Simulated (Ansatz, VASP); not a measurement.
# NaCl: VASP beside Ansatz

```
Na Cl
1.0
     0.00000    2.63933    2.63933
     2.63933    0.00000    2.63933
     2.63933    2.63933    0.00000
Na Cl
1 1
Direct
  0.00000 0.00000 0.00000
  0.50000 0.50000 0.50000
```

Change from the starting cell: hydrostatic strain -5.8%.

Alike in both runs: task single point; functional r2SCAN; k mesh 8 × 8 × 8; no spin polarisation.

```csv
,VASP,Ansatz
version,VASP 6.6.1,Ansatz 0.2.0
potentials or method,"VASP PAW PBE potentials, release 64 (Na_pv, Cl)","plane waves, PAW"
plane-wave cutoff (eV),520,500
occupations,"gaussian, width 0.01 eV",fixed
valence electrons in the cell,14,16
```

VASP gave:

* gap on the k mesh at the Fermi level (eV): 6.88
* pressure (GPa): 7.3

Question: Estimate Ansatz's values.

Answer: gap on the k mesh at the Fermi level (eV): 6.85; pressure (GPa): 7.7.

VASP's potentials were made for PBE, not for r2SCAN. VASP's potentials hold 14 valence electrons a cell and Ansatz's 16, so a difference there can come from the potentials and not from the codes.
